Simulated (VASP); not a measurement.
# Tc (P6_3/mmc) in VASP: notebook

The runs below take Tc through single point, with LDA.

Program: VASP 6.6.1. These are calculated values, not measurements. Logs are shortened: lines on timing, memory, paths and dates and some standing lists are left out, and cuts for length are marked.

## 1. The cell of the first run

It takes space group P6_3/mmc (No. 194, hexagonal). The conventional cell has a = 2.684 Å, b = 2.684 Å, c = 4.308 Å, α = 90.00°, β = 90.00°, γ = 120.00°. Tc (site symmetry -6m2) has 12 Tc at 2.65 to 2.68 Å within 3.5 Å.

## 2. Single point, LDA (13.44 Å³/atom)

INCAR

```
SYSTEM = Tc
ALGO = Normal
EDIFF = 1E-6
ENCUT = 520
ISIF = 2
ISMEAR = -1
LASPH = .True.
LCHARG = .True.
LELF = .True.
LREAL = .False.
LVHAR = .True.
LWAVE = .False.
NBANDS = 20
NELM = 60
PREC = Accurate
SIGMA = 0.05
```

KPOINTS

```
k-points
0
Gamma
  11 11 6
  0 0 0
```

POSCAR

```
Tc
1.0
    2.6840659379      0.0000000000      0.0000000000
   -1.3420329689      2.3244692877      0.0000000000
    0.0000000000      0.0000000000      4.3082197061
Tc
2
Direct
    0.6666666667      0.3333333333      0.7500000000
    0.3333333333      0.6666666667      0.2500000000
```

Potentials or basis: VASP PAW LDA potentials, release 64 (Tc_pv).

Started as:

```sh
$ cat potpaw_LDA.64/Tc_pv/POTCAR > POTCAR
$ mpirun -np 1 vasp_std > vasp.out
```

OUTCAR:

```text
SYSTEM = Tc
   EDIFF = 1E-6
   ENCUT = 520
   ISIF = 2
   ISMEAR = -1
   LASPH = .True.
   LREAL = .False.
   NELM = 60
   PREC = Accurate

 ion  position               nearest neighbor table
   1  0.667  0.333  0.750-   2 2.65   2 2.65   2 2.65   2 2.65   2 2.65   2 2.65
   2  0.333  0.667  0.250-   1 2.65   1 2.65   1 2.65   1 2.65   1 2.65   1 2.65

  LATTYP: Found a hexagonal cell.
 ALAT       =     2.6840659379
 C/A-ratio  =     1.6051094890

  Lattice vectors:

 A1 = (   2.6840659379,   0.0000000000,   0.0000000000)
 A2 = (  -1.3420329689,   2.3244692877,   0.0000000000)
 A3 = (   0.0000000000,   0.0000000000,   4.3082197061)

Analysis of symmetry for initial positions (statically):
=====================================================================
 Subroutine PRICEL returns:
 Original cell was already a primitive cell.

 Routine SETGRP: Setting up the symmetry group for a
 hexagonal supercell.

 Subroutine GETGRP returns: Found 24 space group operations
 (whereof 12 operations were pure point group operations)
 out of a pool of 24 trial point group operations.

The static configuration has the point symmetry D_3d.
 The point group associated with its full space group is D_6h.

Analysis of symmetry for dynamics (positions and initial velocities):
=====================================================================
 Subroutine PRICEL returns:
 Original cell was already a primitive cell.

 Routine SETGRP: Setting up the symmetry group for a
 hexagonal supercell.

 Subroutine GETGRP returns: Found 24 space group operations
 (whereof 12 operations were pure point group operations)
 out of a pool of 24 trial point group operations.

The dynamic configuration has the point symmetry D_3d.
 The point group associated with its full space group is D_6h.

 Subroutine INISYM returns: Found 24 space group operations
 (whereof 12 operations are pure point group operations),
 and found     1 'primitive' translations

----------------------------------------------------------------------------------------

                                     Primitive cell

  volume of cell :      26.8791

  direct lattice vectors                    reciprocal lattice vectors
     2.684065938  0.000000000  0.000000000     0.372569089  0.215102864  0.000000000
    -1.342032969  2.324469288  0.000000000     0.000000000  0.430205727  0.000000000
     0.000000000  0.000000000  4.308219706     0.000000000  0.000000000  0.232114439

  length of vectors
     2.684065938  2.684065938  4.308219706     0.430205727  0.430205727  0.232114439

  position of ions in fractional coordinates (direct lattice)
     0.666666667  0.333333333  0.750000000
     0.333333333  0.666666667  0.250000000

  ion indices of the primitive-cell ions
   primitive index   ion index
                 1           1
                 2           2

----------------------------------------------------------------------------------------

 KPOINTS: k-points

Automatic generation of k-mesh.
 Grid dimensions read from file:
 generate k-points for:   11   11    6

 Generating k-lattice:

  Cartesian coordinates                     Fractional coordinates (reciprocal lattice)
     0.033869917  0.019554806  0.000000000     0.090909091  0.000000000  0.000000000
     0.000000000  0.039109612  0.000000000     0.000000000  0.090909091  0.000000000
     0.000000000  0.000000000  0.038685740     0.000000000  0.000000000  0.166666667

  Length of vectors
     0.039109612  0.039109612  0.038685740

  Shift w.r.t. Gamma in fractional coordinates (k-lattice)
     0.000000000  0.000000000  0.000000000

 Subroutine IBZKPT returns following result:
 ===========================================

 Found     64 irreducible k-points:

 Following reciprocal coordinates:
            Coordinates               Weight
  0.000000  0.000000  0.000000      1.000000
  0.090909  0.000000  0.000000      6.000000
  0.181818  0.000000  0.000000      6.000000
  0.272727  0.000000  0.000000      6.000000
  0.363636  0.000000  0.000000      6.000000
  0.454545  0.000000  0.000000      6.000000
[... 16 lines left out ...]
  0.090909  0.090909  0.166667     12.000000
  0.181818  0.090909  0.166667     24.000000
 [... further k-points ...]
   k-points           NKPTS =     64   k-points in BZ     NKDIM =     64   number of bands    NBANDS=     20
   number of dos      NEDOS =    301   number of ions     NIONS =      2
   total plane-waves  NPLWV =  12800
   dimension x,y,z NGX =    20 NGY =   20 NGZ =   32
   dimension x,y,z NGXF=    40 NGYF=   40 NGZF=   64
   ions per type =               2
   NGX,Y,Z   is equivalent  to a cutoff of  12.39, 12.39, 12.35 a.u.
   NGXF,Y,Z  is equivalent  to a cutoff of  24.78, 24.78, 24.70 a.u.
 SYSTEM =  Tc
   PREC   = accura    normal or accurate (medium, high low for compatibility)
   ISTART =      0    job   : 0-new  1-cont  2-samecut
   ICHARG =      2    charge: 1-file 2-atom 10-const
   ISPIN  =      1    spin polarized calculation?
   LNONCOLLINEAR =      F non collinear calculations
   LSORBIT =      F    spin-orbit coupling
   LASPH  =      T    aspherical Exc in radial PAW
   ENCUT  =  520.0 eV  38.22 Ry    6.18 a.u.   4.99  4.99  8.01*2*pi/ulx,y,z
   NELM   =     60;   NELMIN=  2; NELMDL= -5     # of ELM steps
   EDIFF  = 0.1E-05   stopping-criterion for ELM
   LREAL  =      F    real-space projection
   EDIFFG = 0.1E-04   stopping-criterion for IOM
   NSW    =      0    number of steps for IOM
   IBRION =     -1    ionic relax: 0-MD 1-quasi-New 2-CG
   NFREE  =      0    steps in history (QN), initial steepest desc. (CG)
   ISIF   =      2    stress and relaxation
   ISYM   =      2    0-nonsym 1-usesym 2-fastsym
   POTIM  = 0.5000    time-step for ionic-motion
   TEBEG  =    0.0;   TEEND  =   0.0 temperature during run
   PSTRESS=    0.0 pullay stress
   NELECT =      26.0000    total number of electrons
   NUPDOWN=      -1.0000    fix difference up-down
   EMIN   =  10.00;   EMAX   =-10.00  energy-range for DOS
   EFERMI =   0.00;   METHOD = LEGACY
   ISMEAR =    -1;   SIGMA  =   0.05  broadening in eV -4-tet -1-fermi 0-gaus
   EFERMI_NEDOS =   21; number of points for ismear=-14 and -15
   IALGO  =     38    algorithm
   IMIX   =      4    mixing-type and parameters
     AMIX     =   0.40;   BMIX     =  1.00
     AMIX_MAG =   1.60;   BMIX_MAG =  1.00
  volume/ion in A,a.u.               =      13.44        90.69
  Fermi-wavevector in a.u.,A,eV,Ry     =   1.619053  3.059566 35.665385  2.621332
  Thomas-Fermi vector in A             =   2.713216
   LORBIT       =      0    0 simple, 1 ext, 2 COOP (PROOUT), +10 PAW based schemes
   GGA     = CA    functional components
   LHFCALC =     F    Hartree Fock is set to
   AEXX    =    0.0000 exact exchange contribution
   IVDW    =     0    specifies the selected vdW correction
   LEPSILON=     F    determine dielectric tensor
   LRPA    =     F    only Hartree local field effects (RPA)
 non-spin polarized calculation
  energy-cutoff  :      520.00
  volume of cell :       26.88
 maximum number of plane-waves:       744
 NGX is ok and might be reduce to    20
   NGX =  9   NGY =  9   NGZ = 17

 number of electron      26.0000010 magnetization

 Free energy of the ion-electron system (eV)
  ---------------------------------------------------
  ext. energy  EPLUGINS =         0.00000000
  ---------------------------------------------------
  free energy    TOTEN  =       -23.46095282 eV

  energy without entropy =      -23.44451057  energy(sigma->0) =      -23.45273170

 E-fermi :  13.6114     XC(G=0): -14.3937

 val. band max:       13.5931581873   @ k =   0.3636   0.2727   0.5000
 cond. band min:      13.6474607921   @ k =   0.1818   0.0909   0.3333
 fundamental gap:      0.0543026048
 Fermi energy:        13.6113617767

 k-point     1 :       0.0000    0.0000    0.0000
  band No.  band energies     occupation
      1     -25.8383      2.00000
      2     -24.4637      2.00000
      3     -24.4637      2.00000
      4     -24.2365      2.00000
      5     -24.2365      2.00000
      6     -24.1885      2.00000
[... 12 lines left out ...]
     19      25.5095      0.00000
     20      27.9685      0.00000

 k-point     2 :       0.0909    0.0000    0.0000
  band No.  band energies     occupation
      1     -25.7969      2.00000
      2     -24.5591      2.00000
      3     -24.4945      2.00000
      4     -24.3349      2.00000
      5     -24.2494      2.00000
      6     -24.2059      2.00000
[... 12 lines left out ...]
     19      25.4746      0.00000
     20      28.6547      0.00000

 k-point     3 :       0.1818    0.0000    0.0000
  band No.  band energies     occupation
      1     -25.6793      2.00000
      2     -24.8136      2.00000
      3     -24.5902      2.00000
      4     -24.5735      2.00000
      5     -24.2868      2.00000
      6     -24.2589      2.00000
[... 12 lines left out ...]
     19      25.2655      0.00000
     20      30.0239      0.00000

 k-point     4 :       0.2727    0.0000    0.0000
  band No.  band energies     occupation
      1     -25.5051      2.00000
      2     -25.1441      2.00000
      3     -24.9079      2.00000
      4     -24.6718      2.00000
      5     -24.3479      2.00000
      6     -24.3393      2.00000
[... 12 lines left out ...]
     19      24.8926      0.00000
     20      28.6324      0.00000

 k-point     5 :       0.3636    0.0000    0.0000
  band No.  band energies     occupation
      1     -25.4437      2.00000
      2     -25.3082      2.00000
      3     -25.1858      2.00000
      4     -24.7583      2.00000
      5     -24.4659      2.00000
      6     -24.3898      2.00000
[... 12 lines left out ...]
     19      25.1804      0.00000
     20      25.9973      0.00000
[... 353 lines left out ...]
      6     -24.4151      2.00000
[... 12 lines left out ...]
     19      25.9634      0.00000
     20      27.2169      0.00000

 k-point    22 :       0.4545    0.0000    0.1667
  band No.  band energies     occupation
      1     -25.6848      2.00000
      2     -25.4298      2.00000
      3     -25.0231      2.00000
      4     -24.7830      2.00000
      5     -24.5458      2.00000
      6     -24.4472      2.00000
[... 12 lines left out ...]
     19      25.5221      0.00000
     20      26.6842      0.00000

 k-point    23 :       0.0909    0.0909    0.1667
  band No.  band energies     occupation
      1     -25.6371      2.00000
      2     -24.6853      2.00000
      3     -24.6262      2.00000
      4     -24.5004      2.00000
      5     -24.3079      2.00000
      6     -24.2820      2.00000
[... 12 lines left out ...]
     19      26.5785      0.00000
     20      29.2103      0.00000

 k-point    24 :       0.1818    0.0909    0.1667
  band No.  band energies     occupation
      1     -25.5335      2.00000
      2     -24.9437      2.00000
      3     -24.8720      2.00000
      4     -24.6122      2.00000
      5     -24.3793      2.00000
      6     -24.3296      2.00000
[... 12 lines left out ...]
     19      26.4715      0.00000
     20      29.8976      0.00000

 [... further k-points ...]

------------------------ aborting loop because EDIFF is reached ----------------------------------------

  FORCE on cell =-STRESS in cart. coord.  units (eV):
  Direction    XX          YY          ZZ          XY          YZ          ZX
  --------------------------------------------------------------------------------------
  -------------------------------------------------------------------------------------
  Total        1.5130424      1.5130424      1.3898385      0.0000000      0.0000000     -0.0000000
  in kB       90.1876005     90.1876006     82.8438121      0.0000000      0.0000000     -0.0000000
  external PRESSURE =      87.7396711 kB  Pullay stress =       0.0000000 kB

 VOLUME and BASIS-vectors are now :
 -----------------------------------------------------------------------------
  energy-cutoff  :      520.00
  volume of cell :       26.88
      direct lattice vectors                 reciprocal lattice vectors
     2.684065938  0.000000000  0.000000000     0.372569089  0.215102864  0.000000000
    -1.342032969  2.324469288  0.000000000     0.000000000  0.430205727  0.000000000
     0.000000000  0.000000000  4.308219706     0.000000000  0.000000000  0.232114439

 POSITION                                       TOTAL-FORCE (eV/Angst)
 -----------------------------------------------------------------------------------
      1.34203      0.77482      3.23116        -0.000000      0.000000      0.000000
     -0.00000      1.54965      1.07705         0.000000      0.000000      0.000000
 -----------------------------------------------------------------------------------
    total drift:                                0.000000     -0.000000      0.000000

  FREE ENERGIE OF THE ION-ELECTRON SYSTEM (eV)
  ---------------------------------------------------
  free  energy   TOTEN  =       -23.4609528238 eV

  energy  without entropy=      -23.4445105680  energy(sigma->0) =      -23.45273170
```

Wall time 24 s (1 thread of Intel Xeon Platinum 8259CL at 2.50GHz (Skylake/Cascade Lake), shared host); peak memory 0.14 GiB.

What came out:

| Property | Result |
| --- | --- |
| Free energy | -23.4610 eV |
| Pressure | 8.8 GPa |
| Band gap on the k mesh | zero (bands 13 and 14 overlap by 3.42 eV) |

Caveat: the cell stands under pressure.

(Part 1 of 2 ends here.)

The gap in the log of VASP goes by the Fermi energy; the results here count the filled bands.